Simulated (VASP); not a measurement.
Li:

```
CELL_PARAMETERS angstrom
0.00000 2.20200 2.20200
2.20200 0.00000 2.20200
2.20200 2.20200 0.00000
ATOMIC_POSITIONS crystal
Li 0.00000 0.00000 0.00000
```

| Property | Result |
| --- | --- |
| Program | VASP 6.6.1 |
| Task | relaxation of cell and atoms |
| Functional | PBEsol |
| Dispersion | D3(BJ) |
| Potentials or basis | VASP PAW PBE potentials, release 64 (Li_sv) |
| Cutoff | 750 eV |
| k mesh | 8 × 8 × 8 |
| Occupations | gaussian, width 0.15 eV |
| Spin | no spin polarisation |

At the start: pressure -1.9 GPa; volume 21.35 Å³/atom.

Problem. Where does the relaxation end?

Solution. Over 4 steps the energy falls by 19.0 meV/atom and the volume is 18.36 Å³/atom (-14.0 %); space group Fm-3m (No. 225, to 0.05 Å).

Step by step:
| step | energy change (eV) | largest force (eV/Å) | pressure (GPa) | volume (Å³) |
| --- | --- | --- | --- | --- |
| 1 | 0.0000 | 0.0000 | -1.87 | 21.35 |
| 2 | -0.0080 | 0.0000 | -1.50 | 20.59 |
| 3 | -0.0182 | 0.0000 | -0.46 | 18.98 |
| 4 | -0.0190 | 0.0000 | 0.05 | 18.36 |

Final structure:
```
Li
1.0
     0.00000    2.09383    2.09383
     2.09383    0.00000    2.09383
     2.09383    2.09383    0.00000
Li
1
Direct
  0.00000 0.00000 0.00000
```

Caveat: the PAW data sets were made with another functional, which shifts forces and pressure a little; the volume moved by -14 % from the deposited cell, more than functionals usually miss; pairwise dispersion overbinds metals, which lowers pressure and volume.
